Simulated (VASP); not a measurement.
BiTe:

```
CELL_PARAMETERS angstrom
4.81230 0.00000 0.00000
-2.40615 4.16758 0.00000
0.00000 0.00000 7.89620
ATOMIC_POSITIONS crystal
Bi 0.33333 0.66667 0.37464
Bi 0.66667 0.33333 0.87464
Te 0.33333 0.66667 0.00036
Te 0.66667 0.33333 0.50036
```

The cell was generated, and may not be a known phase.

| Quantity | Value |
| --- | --- |
| Program | VASP 6.6.1 |
| Task | relaxation of cell and atoms |
| Functional | PBE |
| Potentials or basis | VASP PAW PBE potentials, release 64 (Bi_d, Te) |
| Cutoff | 600 eV |
| k mesh | 6 × 6 × 2 |
| Occupations | gaussian, width 0.1 eV |
| Spin | no spin polarisation |

At the start: pressure 7.4 GPa; volume 39.59 Å³/atom.

Task: How do energy, volume and symmetry change on relaxing?

Result: Over 30 steps the energy falls by 331.6 meV/atom and the volume is 42.50 Å³/atom (+7.3 %); space group P6_3mc (No. 186, to 0.1 Å) before, P6_3/mmc (No. 194, to 0.1 Å).

Step by step:
| step | energy change (eV) | largest force (eV/Å) | pressure (GPa) | volume (Å³) |
| --- | --- | --- | --- | --- |
| 1 | 0.0000 | 0.3391 | 7.39 | 158.36 |
| 2 | -0.5638 | 0.3369 | -1.68 | 204.02 |
| 3 | -0.6379 | 0.3753 | -0.06 | 189.98 |
| 4 | -0.6379 | 0.3733 | -0.15 | 190.65 |
| 5 | -0.6672 | 0.3918 | -0.22 | 190.61 |
| 6 | -0.7628 | 0.3761 | -0.35 | 190.49 |
| 7 | -0.9055 | 0.0672 | -0.65 | 190.12 |
| 8 | -0.9829 | 0.1719 | -1.78 | 188.92 |
| 9 | -0.8311 | 0.7248 | 0.40 | 184.50 |
| 10 | -1.0285 | 0.1511 | -1.93 | 188.66 |
| 11 | -1.1729 | 0.0194 | -2.47 | 186.87 |
| 12 | -1.1966 | 0.0003 | -2.30 | 185.46 |
| 13 | -1.2385 | 0.1134 | -1.63 | 181.28 |
| 14 | -1.2399 | 0.1608 | -1.39 | 180.15 |
| 15 | -1.2538 | 0.1511 | -1.27 | 179.15 |
| 16 | -1.2843 | 0.1212 | -0.83 | 176.16 |
| 17 | -1.2859 | 0.0561 | 0.31 | 170.23 |
| 18 | -1.2959 | 0.0887 | -0.30 | 173.16 |
| 19 | -1.3000 | 0.0990 | -0.19 | 172.40 |
| 20 | -1.3058 | 0.1299 | 0.22 | 170.11 |
| 21 | -1.3080 | 0.1237 | 0.15 | 170.38 |
| 22 | -1.3120 | 0.1069 | -0.08 | 171.19 |
| 23 | -1.3090 | 0.0790 | -0.48 | 172.82 |
| 24 | -1.3125 | 0.0988 | -0.20 | 171.68 |
| 25 | -1.3143 | 0.0890 | -0.21 | 171.61 |
| 26 | -1.3187 | 0.0648 | -0.21 | 171.43 |
| 27 | -1.3238 | 0.0285 | -0.18 | 171.06 |
| 28 | -1.3245 | 0.0088 | -0.02 | 170.32 |
| 29 | -1.3254 | 0.0051 | -0.08 | 170.62 |
| 30 | -1.3264 | 0.0027 | 0.02 | 169.99 |

Final structure:
```
Bi Te
1.0
     5.34402    0.00000    0.00000
    -2.67201    4.62806    0.00000
     0.00000    0.00000    6.87326
Bi Te
2 2
Direct
  0.33333 0.66667 0.43707
  0.66667 0.33333 0.93707
  0.33333 0.66667 0.93793
  0.66667 0.33333 0.43793
```

Caveat: the k points lie up to 0.46 Å⁻¹ apart in the final cell, too coarse for converged energies and pressures of a metal.
